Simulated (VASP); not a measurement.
Wanted: the native input for a VASP 6.6.1 run.

```
Task                   : single point
Functional             : PBE
Potentials or basis    : VASP PAW PBE potentials, release 64 (In_d, Sb, Te)
Cutoff                 : 520 eV
k mesh                 : 6 × 6 × 2
Occupations            : gaussian, width 0.1 eV
Spin                   : no spin polarisation
Dipole correction      : no
Further INCAR settings : ALGO = Normal; EDIFF = 1e-06; NBANDS = 37
```

The structure of In3SbTe2 lies in POSCAR:

```
In3SbTe2
1.0
    7.0431965575      0.0000000000      0.0000000000
   -3.5215982787      6.0995871426      0.0000000000
    0.0000000000      0.0000000000      4.6279774044
In Sb Te
3 1 2
Direct
    0.5000000000      0.0000000000      0.5000000000
    0.0000000000      0.5000000000      0.5000000000
    0.5000000000      0.5000000000      0.5000000000
    0.0000000000      0.0000000000      0.5000000000
    0.3333333333      0.6666666667      0.0000000000
    0.6666666667      0.3333333333      0.0000000000
```

The cell was built from a structure type or drawn by symmetry, and may not be a known phase.

One way to write it, as run:

INCAR

```
SYSTEM = In3SbTe2
PREC     = Accurate       ! precision mode
ENCUT    = 520            ! plane-wave cutoff, eV
EDIFF    = 1E-6           ! SCF threshold, eV
ISMEAR   = 0              ! smearing method
SIGMA    = 0.1            ! smearing width, eV
LREAL    = .False.        ! projectors in reciprocal space
LASPH    = .True.         ! aspherical terms in the spheres
NELM     = 80             ! most SCF steps
ALGO     = Normal         ! electronic algorithm
ISIF     = 2              ! what is computed and relaxed
LWAVE    = .False.        ! write WAVECAR
LCHARG   = .False.        ! write CHGCAR
GGA      = PE             ! functional
NBANDS   = 37             ! bands
```

KPOINTS

```
regular mesh
0
Gamma
  6 6 2
  0 0 0
```

Potentials or basis: VASP PAW PBE potentials, release 64 (In_d, Sb, Te).

The run is started by

```sh
$ cat potpaw_PBE.64/In_d/POTCAR potpaw_PBE.64/Sb/POTCAR potpaw_PBE.64/Te/POTCAR > POTCAR
$ mpirun -np 1 vasp_std > vasp.out
```

It gave:

| Item | Value |
| --- | --- |
| Pressure | 0.0 GPa |
| Band gap on the k mesh | zero (bands 28 and 29 overlap by 1.44 eV) |

Caveat: the k points lie up to 0.68 Å⁻¹ apart, too coarse for converged energies and pressures of a metal; spin-orbit coupling is left out, which moves the levels of the heavy elements.

Wall time 3.7 min on 1 thread of Intel Xeon 8259CL, on a shared host, peak memory 0.36 GiB.
